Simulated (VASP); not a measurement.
# B25N23 (a cell with a defect) in VASP: single point with PBE

Aim: the single point of B25N23 (a cell with a defect) with PBE.

Everything below comes from runs of VASP 6.6.1. Logs are shortened: lines on timing, memory, paths and dates and some standing lists are left out, and cuts for length are marked.

### 1 The cell of the first run

The cell holds a defect, 48 atoms: a = 8.343 Å, b = 8.702 Å, c = 8.702 Å, α = 120.00°, β = 90.00°, γ = 90.00°.

### 2 Single point, PBE, collinear spin

File INCAR:

```
SYSTEM = B25N23
PREC = Accurate
ENCUT = 520
EDIFF = 1E-6
ISMEAR = 0
SIGMA = 0.01
LREAL = Auto
LASPH = .True.
NELM = 200
ALGO = Normal
ISIF = 2
LWAVE = .False.
LCHARG = .True.
ISPIN = 2
MAGMOM = 0 0 0 0 0 0 0 0 0 0 0 0 0.25 0 0 0 0 0.25 0 0 0 0 0 0.25 0.25 0 0 0 0 0 0 0 0 0 0 0 0 0 0 0 0 0 0 0 0 0 0 0
LORBIT = 11
GGA = PE
LVHAR = .True.
NBANDS = 129
NELECT = 191.0
GGA_COMPAT = .False.
KPAR = 2
NCORE = 2
```

File KPOINTS:

```
regular mesh
0
Gamma
  2 2 2
  0 0 0
```

File POSCAR:

```
B25N23
1.0
    0.0000000000      0.0000000000      8.3431560662
    7.5365434625     -4.3512253968      0.0000000000
    0.0000000000      8.7024507937      0.0000000000
B N
25 23
Direct
    0.2500000000      0.0000000000      0.1666666667
    0.2500000000      0.5000956887      0.1666666667
    0.2500000000      0.3330430555      0.3331127498
    0.2500000000      0.1664460832      0.4997097221
    0.2500000000      0.0000000000      0.6667623554
    0.2500000000      0.8335539168      0.3332636390
    0.2500000000      0.6666666667      0.5000000000
    0.2500000000      0.4999043113      0.6665709779
    0.2500000000      0.3333333333      0.8333333333
    0.2500000000      0.1665969723      0.0002205835
    0.2500000000      0.8334030277      0.8336236112
    0.2500000000      0.6669569445      0.0000696944
    0.7500000000      0.1780543942      0.1666666667
    0.7500000000      0.6681935756      0.1666666667
    0.7500000000      0.5037454468      0.3339955210
    0.7500000000      0.3318064244      0.4984730910
    0.7500000000      0.1673288543      0.6704121134
    0.7500000000      0.0000000000      0.3447210609
    0.7500000000      0.8326711457      0.5030832592
    0.7500000000      0.6635834075      0.6629212199
    0.7500000000      0.4962545532      0.8302500742
    0.7500000000      0.3364165925     -0.0006621876
    0.7500000000      0.0000000000      0.8348602423
    0.7500000000      0.8219456058      0.9886122724
    0.7500000000      0.0000000000      0.1666666667
    0.7500000000      0.5022134138      0.1666666667
    0.7500000000      0.3413109022      0.3357751324
    0.7500000000      0.1691084657      0.5079775689
    0.7500000000      0.0000000000      0.6688800805
    0.7500000000      0.8308915343      0.3388691032
    0.7500000000      0.6666666667      0.5000000000
    0.7500000000      0.4977865862      0.6644532529
    0.7500000000      0.3333333333      0.8333333333
    0.7500000000      0.1722024365     -0.0024417990
    0.7500000000      0.8277975635      0.8253557644
    0.7500000000      0.6586890978     -0.0055357699
    0.2500000000      0.1667030327      0.1666666667
    0.2500000000      0.6666880219      0.1666666667
    0.2500000000      0.5000043763      0.3333254968
    0.2500000000      0.3333119781      0.4999786447
    0.2500000000      0.1666588302      0.6666710429
    0.2500000000      0.0000000000      0.3333696993
    0.2500000000      0.8333411698      0.5000122128
    0.2500000000      0.6666544539      0.6666622904
    0.2500000000      0.4999956237      0.8333211206
    0.2500000000      0.3333455461      0.0000078365
    0.2500000000      0.0000000000      0.8333546886
    0.2500000000      0.8332969673      0.9999636340
```

Potentials or basis: VASP PAW PBE potentials, release 64 (B, N).

The run is started by

```sh
> cat potpaw_PBE.64/B/POTCAR potpaw_PBE.64/N/POTCAR > POTCAR
> mpirun -np 4 vasp_std > vasp.out
```

OUTCAR:

```text
SYSTEM = B25N23
   PREC = Accurate
   ENCUT = 520
   EDIFF = 1E-6
   ISMEAR = 0
   LREAL = Auto
   LASPH = .True.
   NELM = 200
   ISIF = 2
   ISPIN = 2
   LORBIT = 11
   GGA = PE
   NELECT = 191.0

 ion  position               nearest neighbor table
   1  0.250  0.000  0.167-  42 1.45  37 1.45  48 1.45
   2  0.250  0.500  0.167-  38 1.45  39 1.45  46 1.45
   3  0.250  0.333  0.333-  37 1.45  40 1.45  39 1.45
   4  0.250  0.166  0.500-  42 1.45  40 1.45  41 1.45
   5  0.250  0.000  0.667-  47 1.45  43 1.45  41 1.45
   6  0.250  0.834  0.333-  42 1.45  38 1.45  43 1.45
[... 40 lines left out ...]
  47  0.250  0.000  0.833-   5 1.45  11 1.45  10 1.45
  48  0.250  0.833  1.000-  12 1.45  11 1.45   1 1.45

  LATTYP: Found a hexagonal cell.
 ALAT       =     8.7024507937
 C/A-ratio  =     0.9587133859

  Lattice vectors:

 A1 = (   7.5365434625,  -4.3512253968,   0.0000000000)
 A2 = (   0.0000000000,   8.7024507937,   0.0000000000)
 A3 = (   0.0000000000,   0.0000000000,   8.3431560662)

Analysis of symmetry for initial positions (statically):
=====================================================================
 Subroutine PRICEL returns:
 Original cell was already a primitive cell.

 Routine SETGRP: Setting up the symmetry group for a
 hexagonal supercell.

 Subroutine GETGRP returns: Found 12 space group operations
 (whereof  2 operations were pure point group operations)
 out of a pool of 24 trial point group operations.

The static configuration has the point symmetry C_1h.
 The point group associated with its full space group is D_3h.

Analysis of symmetry for dynamics (positions and initial velocities):
=====================================================================
 Subroutine PRICEL returns:
 Original cell was already a primitive cell.

 Routine SETGRP: Setting up the symmetry group for a
 hexagonal supercell.

 Subroutine GETGRP returns: Found 12 space group operations
 (whereof  2 operations were pure point group operations)
 out of a pool of 24 trial point group operations.

The dynamic configuration has the point symmetry C_1h.
 The point group associated with its full space group is D_3h.

Analysis of structural, dynamic, and magnetic symmetry:
=====================================================================
 Subroutine PRICEL returns:
 Original cell was already a primitive cell.

 Routine SETGRP: Setting up the symmetry group for a
 hexagonal supercell.

 Subroutine GETGRP returns: Found 12 space group operations
 (whereof  2 operations were pure point group operations)
 out of a pool of 24 trial point group operations.

The overall configuration has the point symmetry C_1h.
 The point group associated with its full space group is D_3h.

 Subroutine INISYM returns: Found 12 space group operations
 (whereof  2 operations are pure point group operations),
 and found     1 'primitive' translations

----------------------------------------------------------------------------------------

                                     Primitive cell

  volume of cell :     547.1976

  direct lattice vectors                    reciprocal lattice vectors
     0.000000000  0.000000000  8.343156066     0.000000000  0.000000000  0.119858719
     7.536543463 -4.351225397  0.000000000     0.132686822  0.000000000  0.000000000
     0.000000000  8.702450794  0.000000000     0.066343411  0.114910158  0.000000000

  length of vectors
     8.343156066  8.702450794  8.702450794     0.119858719  0.132686822  0.132686822

  position of ions in fractional coordinates (direct lattice)
     0.250000000  0.000000000  0.166666667
     0.250000000  0.500095689  0.166666667
     0.250000000  0.333043055  0.333112750
     0.250000000  0.166446083  0.499709722
     0.250000000  0.000000000  0.666762355
     0.250000000  0.833553917  0.333263639
[... 40 lines left out ...]
     0.250000000  0.000000000  0.833354689
[... 84 lines left out ...]
  0.500000  0.500000  0.000000      3.000000
   k-points           NKPTS =      4   k-points in BZ     NKDIM =      4   number of bands    NBANDS=    129
   number of dos      NEDOS =    301   number of ions     NIONS =     48
   total plane-waves  NPLWV = 313600
   dimension x,y,z NGX =    64 NGY =   70 NGZ =   70
   dimension x,y,z NGXF=   128 NGYF=  140 NGZF=  140
   ions per type =              25  23
   NGX,Y,Z   is equivalent  to a cutoff of  12.75, 13.37, 13.37 a.u.
   NGXF,Y,Z  is equivalent  to a cutoff of  25.51, 26.74, 26.74 a.u.
 SYSTEM =  B25N23
   PREC   = accura    normal or accurate (medium, high low for compatibility)
   ISTART =      0    job   : 0-new  1-cont  2-samecut
   ICHARG =      2    charge: 1-file 2-atom 10-const
   ISPIN  =      2    spin polarized calculation?
   LNONCOLLINEAR =      F non collinear calculations
   LSORBIT =      F    spin-orbit coupling
   LASPH  =      T    aspherical Exc in radial PAW
   ENCUT  =  520.0 eV  38.22 Ry    6.18 a.u.  15.51 16.18 16.18*2*pi/ulx,y,z
   NELM   =    200;   NELMIN=  2; NELMDL= -5     # of ELM steps
   EDIFF  = 0.1E-05   stopping-criterion for ELM
   LREAL  =      T    real-space projection
   EDIFFG = 0.1E-04   stopping-criterion for IOM
   NSW    =      0    number of steps for IOM
   IBRION =     -1    ionic relax: 0-MD 1-quasi-New 2-CG
   NFREE  =      0    steps in history (QN), initial steepest desc. (CG)
   ISIF   =      2    stress and relaxation
   ISYM   =      2    0-nonsym 1-usesym 2-fastsym
   POTIM  = 0.5000    time-step for ionic-motion
   TEBEG  =    0.0;   TEEND  =   0.0 temperature during run
   PSTRESS=    0.0 pullay stress
   NELECT =     191.0000    total number of electrons
   NUPDOWN=      -1.0000    fix difference up-down
   EMIN   =  10.00;   EMAX   =-10.00  energy-range for DOS
   EFERMI =   0.00;   METHOD = LEGACY
   ISMEAR =     0;   SIGMA  =   0.01  broadening in eV -4-tet -1-fermi 0-gaus
   EFERMI_NEDOS =   21; number of points for ismear=-14 and -15
   IALGO  =     38    algorithm
   IMIX   =      4    mixing-type and parameters
     AMIX     =   0.40;   BMIX     =  1.00
     AMIX_MAG =   1.60;   BMIX_MAG =  1.00
  volume/ion in A,a.u.               =      11.40        76.93
  Fermi-wavevector in a.u.,A,eV,Ry     =   1.152669  2.178228 18.077320  1.328646
  Thomas-Fermi vector in A             =   2.289318
   LORBIT       =     11    0 simple, 1 ext, 2 COOP (PROOUT), +10 PAW based schemes
   GGA     = PE    functional components
   LHFCALC =     F    Hartree Fock is set to
   AEXX    =    0.0000 exact exchange contribution
   IVDW    =     0    specifies the selected vdW correction
   LEPSILON=     F    determine dielectric tensor
   LRPA    =     F    only Hartree local field effects (RPA)
 spin polarized calculation
 Gauss-broadening in eV      SIGMA  =   0.01
  energy-cutoff  :      520.00
  volume of cell :      547.20
 maximum number of plane-waves:     14755
 NGX is ok and might be reduce to    64
   NGX = 31   NGY = 33   NGZ = 33

 number of electron     190.9999983 magnetization       0.9999999

 Free energy of the ion-electron system (eV)
  ---------------------------------------------------
  ext. energy  EPLUGINS =         0.00000000
  ---------------------------------------------------
  free energy    TOTEN  =      -410.90475220 eV

  energy without entropy =     -410.90475220  energy(sigma->0) =     -410.90475220

 E-fermi :   3.5238     XC(G=0):  -8.6243

 val. band max:        3.4421421889   @ k =   0.0000   0.0000   0.0000
 cond. band min:       3.7194556530   @ k =   0.5000   0.5000   0.0000
 fundamental gap:      0.2773134641
 Fermi energy:         3.5237772485

 spin component 1

 k-point     1 :       0.0000    0.0000    0.0000
  band No.  band energies     occupation
      1     -17.6366      1.00000
      2     -16.5098      1.00000
      3     -16.1564      1.00000
      4     -16.1476      1.00000
      5     -16.1476      1.00000
      6     -16.1259      1.00000
[... 429 lines left out ...]
    106       6.2455      0.00000
    107       6.5757      0.00000
 Fermi energy:         3.5237772485

 spin component 2

 k-point     1 :       0.0000    0.0000    0.0000
  band No.  band energies     occupation
      1     -17.6358      1.00000
      2     -16.4965      1.00000
      3     -16.1564      1.00000
      4     -16.1473      1.00000
      5     -16.1473      1.00000
      6     -16.1247      1.00000
[... 429 lines left out ...]
    106       6.2504      0.00000
    107       6.5761      0.00000
 [bands above 107 left out]

------------------------ aborting loop because EDIFF is reached ----------------------------------------

  FORCE on cell =-STRESS in cart. coord.  units (eV):
  Direction    XX          YY          ZZ          XY          YZ          ZX
  --------------------------------------------------------------------------------------
  -------------------------------------------------------------------------------------
  Total       27.6716438     27.6716438      5.3734881      0.0000000      0.0000000     -0.0000000
  in kB       81.0217072     81.0217072     15.7334051      0.0000000      0.0000000     -0.0000000
  external PRESSURE =      59.2589398 kB  Pullay stress =       0.0000000 kB

 VOLUME and BASIS-vectors are now :
 -----------------------------------------------------------------------------
  energy-cutoff  :      520.00
  volume of cell :      547.20
      direct lattice vectors                 reciprocal lattice vectors
     0.000000000  0.000000000  8.343156066     0.000000000  0.000000000  0.119858719
     7.536543463 -4.351225397  0.000000000     0.132686822  0.000000000  0.000000000
     0.000000000  8.702450794  0.000000000     0.066343411  0.114910158  0.000000000

 POSITION                                       TOTAL-FORCE (eV/Angst)
 -----------------------------------------------------------------------------------
      0.00000      1.45041      2.08579        -0.000000     -0.000000      0.000000
      3.76899     -0.72562      2.08579         0.000156     -0.000090      0.000000
      2.50999      1.44975      2.08579         0.002052     -0.001114     -0.000000
      1.25443      3.62445      2.08579         0.000061      0.002334      0.000000
      0.00000      5.80247      2.08579        -0.000000      0.000181     -0.000000
      6.28212     -0.72677      2.08579        -0.000061      0.002334      0.000000
[... 40 lines left out ...]
      0.00000      7.25223      2.08579        -0.000000     -0.000039      0.000000
      6.28018      5.07627      2.08579        -0.004776     -0.002758     -0.000000
 -----------------------------------------------------------------------------------
    total drift:                               -0.000003      0.000003      0.000000

  FREE ENERGIE OF THE ION-ELECTRON SYSTEM (eV)
  ---------------------------------------------------
  free  energy   TOTEN  =      -410.9047521953 eV

  energy  without entropy=     -410.9047521953  energy(sigma->0) =     -410.90475220

 total charge

# of ion       s       p       d       tot
------------------------------------------
    1        0.740   1.411   0.000   2.151
    2        0.741   1.417   0.000   2.158
    3        0.741   1.416   0.000   2.157
    4        0.741   1.416   0.000   2.157
    5        0.741   1.417   0.000   2.158
    6        0.741   1.416   0.000   2.157
[... 40 lines left out ...]
   47        1.224   2.792   0.000   4.016
   48        1.224   2.794   0.000   4.018
--------------------------------------------------
tot         47.024 100.215   0.000 147.239

 magnetization (x)

# of ion       s       p       d       tot
------------------------------------------
    1        0.000   0.000   0.000   0.000
    2        0.000   0.000   0.000   0.000
    3        0.000   0.000   0.000   0.000
    4        0.000   0.000   0.000   0.000
    5        0.000   0.000   0.000   0.000
    6        0.000   0.000   0.000   0.000
[... 40 lines left out ...]
   47        0.000   0.000   0.000   0.000
   48        0.000   0.002   0.000   0.002
--------------------------------------------------
tot          0.010   0.424   0.000   0.434
```

It took 7 min on 4 MPI ranks of Intel Xeon Platinum 8488C (Sapphire Rapids), shared host; peak memory 0.64 GiB.

What came out:

| Quantity | Value |
| --- | --- |
| Free energy | -410.9048 eV |
| Largest force | 0.068 eV/Å |
| Net moment | 1.00 μB per cell |
| Site moments | B +0.00, -0.00, +0.04, +0.01, +0.19 (each value once); N +0.00, +0.01, -0.00 (each value once) μB |
| Valence electrons inside the program's atomic spheres | B 2.15, 2.16, 2.22, 2.23, 2.35 (each value once); N 4.02, 4.06, 4.01 (each value once) |

Forces on the atoms (eV/Å):
```
B    0.000  0.000  0.000
B    0.000  0.000  0.000
B    0.002 -0.001  0.000
B    0.000  0.002  0.000
B    0.000  0.000  0.000
B    0.000  0.002  0.000
B    0.000  0.000  0.000
B    0.000  0.000  0.000
B    0.000  0.000  0.000
B    0.002 -0.001  0.000
B   -0.002 -0.001  0.000
B   -0.002 -0.001  0.000
B    0.006 -0.003  0.000
B    0.059 -0.034  0.000
B    0.009 -0.030  0.000
B   -0.059 -0.034  0.000
B   -0.022  0.022  0.000
B    0.000  0.007  0.000
B    0.022  0.022  0.000
B   -0.030  0.007  0.000
B   -0.009 -0.030  0.000
B    0.030  0.007  0.000
B    0.000  0.068  0.000
B   -0.006 -0.003  0.000
B    0.000  0.000  0.000
N   -0.053  0.030  0.000
N    0.005  0.046  0.000
N    0.043 -0.018  0.000
N    0.000 -0.061  0.000
N   -0.043 -0.018  0.000
N    0.000  0.000  0.000
N    0.053  0.030  0.000
N    0.000  0.000  0.000
N   -0.037 -0.028  0.000
N    0.037 -0.028  0.000
N   -0.005  0.046  0.000
N    0.005 -0.003  0.000
N    0.000  0.000  0.000
N   -0.001  0.000  0.000
N    0.000  0.000  0.000
N    0.000 -0.001  0.000
N    0.000  0.006  0.000
N    0.000 -0.001  0.000
N    0.001  0.001  0.000
N    0.001  0.000  0.000
N   -0.001  0.001  0.000
N    0.000  0.000  0.000
N   -0.005 -0.003  0.000
```

Levels at points of the mesh, in eV from the Fermi level:
Spin up:
```csv
k point,band 93,band 94,band 95,band 96,band 97,band 98,band 99,band 100
"(0.00, 0.00, 0.00)",-2.45,-1.27,-1.27,-0.08,1.15,1.16,1.25,1.25
"(0.50, 0.00, 0.00)",-2.44,-1.26,-1.26,-0.13,1.13,1.14,1.27,1.27
"(0.00, 0.50, 0.00)",-3.11,-1.39,-1.33,-0.49,1.28,1.33,1.96,2.12
"(0.50, 0.50, 0.00)",-3.12,-1.38,-1.32,-0.55,1.29,1.33,2.18,2.18
```
Spin down:
```csv
k point,band 91,band 92,band 93,band 94,band 95,band 96,band 97,band 98,band 99,band 100
"(0.00, 0.00, 0.00)",-3.30,-3.01,-2.41,-1.10,-1.10,0.66,1.16,1.16,1.25,1.25
"(0.50, 0.00, 0.00)",-3.31,-3.02,-2.41,-1.10,-1.10,0.61,1.13,1.14,1.27,1.27
"(0.00, 0.50, 0.00)",-3.45,-3.10,-3.08,-1.21,-1.16,0.27,1.28,1.34,1.96,2.14
"(0.50, 0.50, 0.00)",-3.47,-3.12,-3.09,-1.21,-1.15,0.20,1.29,1.33,2.18,2.19
```

Caveat: the cell carries a net charge on a neutralising background, which shifts energy and pressure; the cell is charged against a uniform background, so pressure and absolute levels hang on convention.
